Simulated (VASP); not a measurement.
Write the native input for VASP 6.6.1 that does the following.

- Task: single point
- Functional: r2SCAN
- Potentials or basis: VASP PAW PBE potentials, release 64 (Mg, O)
- Cutoff: 520 eV
- k mesh: 9 × 9 × 6
- Occupations: gaussian, width 0.01 eV
- Spin: no spin polarisation
- Dipole correction: no
- Further INCAR settings: ALGO = Normal; EDIFF = 1e-07; NBANDS = 16

MgO:

```
CELL_PARAMETERS angstrom
3.51852 0.00000 0.00000
-1.75926 3.04713 0.00000
0.00000 0.00000 4.22676
ATOMIC_POSITIONS crystal
Mg 0.33333 0.66667 0.25000
Mg 0.66667 0.33333 0.75000
O 0.66667 0.33333 0.25000
O 0.33333 0.66667 0.75000
```

This cell differs from its parent crystal: volume changed by +3%.

The input as run:

POSCAR

```
MgO
1.0
    3.5185172985      0.0000000000      0.0000000000
   -1.7592586493      3.0471253641      0.0000000000
    0.0000000000      0.0000000000      4.2267619764
Mg O
2 2
Direct
    0.3333333333      0.6666666667      0.2500000000
    0.6666666667      0.3333333333      0.7500000000
    0.6666666667      0.3333333333      0.2500000000
    0.3333333333      0.6666666667      0.7500000000
```

INCAR.step1

```
SYSTEM = MgO
PREC     = Accurate       ! precision mode
ENCUT    = 520            ! plane-wave cutoff, eV
ISMEAR   = 0              ! smearing method
SIGMA    = 0.01           ! smearing width, eV
LREAL    = .FALSE.        ! projectors in reciprocal space
LASPH    = .TRUE.         ! aspherical terms in the spheres
NELM     = 100            ! most SCF steps
NBANDS   = 16             ! bands
GGA      = PE             ! functional
ALGO     = Normal         ! electronic algorithm
EDIFF    = 1E-4           ! SCF threshold, eV
LWAVE    = .TRUE.         ! write WAVECAR
LCHARG   = .FALSE.        ! write CHGCAR
```

INCAR.step2

```
SYSTEM = MgO
PREC     = Accurate       ! precision mode
ENCUT    = 520            ! plane-wave cutoff, eV
EDIFF    = 1E-7           ! SCF threshold, eV
ISMEAR   = 0              ! smearing method
SIGMA    = 0.01           ! smearing width, eV
LREAL    = .FALSE.        ! projectors in reciprocal space
LASPH    = .TRUE.         ! aspherical terms in the spheres
NELM     = 100            ! most SCF steps
ALGO     = Normal         ! electronic algorithm
ISIF     = 2              ! what is computed and relaxed
LWAVE    = .FALSE.        ! write WAVECAR
LCHARG   = .TRUE.         ! write CHGCAR
METAGGA  = R2SCAN         ! meta-GGA
LMIXTAU  = .TRUE.       
LELF     = .TRUE.         ! ELF
LVHAR    = .TRUE.       
NBANDS   = 16             ! bands
ISTART   = 1
```

KPOINTS

```
regular mesh
0
G
  9 9 6
  0 0 0
```

Potentials or basis: VASP PAW PBE potentials, release 64 (Mg, O).

The run is started by

```sh
$ cat potpaw_PBE.64/Mg/POTCAR potpaw_PBE.64/O/POTCAR > POTCAR
$ cp INCAR.step1 INCAR
$ mpirun -np 1 vasp_std > vasp.out
$ cp INCAR.step2 INCAR
$ mpirun -np 1 vasp_std > vasp.out
```

Results of the run:

```
Pressure               : -4.6 GPa
Band gap on the k mesh : 3.92 eV, direct
```

Caveat: the PAW data sets were made with another functional, which shifts forces and pressure a little.

Wall time 3.4 min on 1 thread of Intel(R) Xeon(R) Platinum 8175M CPU @ 2.50GHz (Skylake/Cascade Lake), with other jobs on the host, peak memory 0.18 GiB.
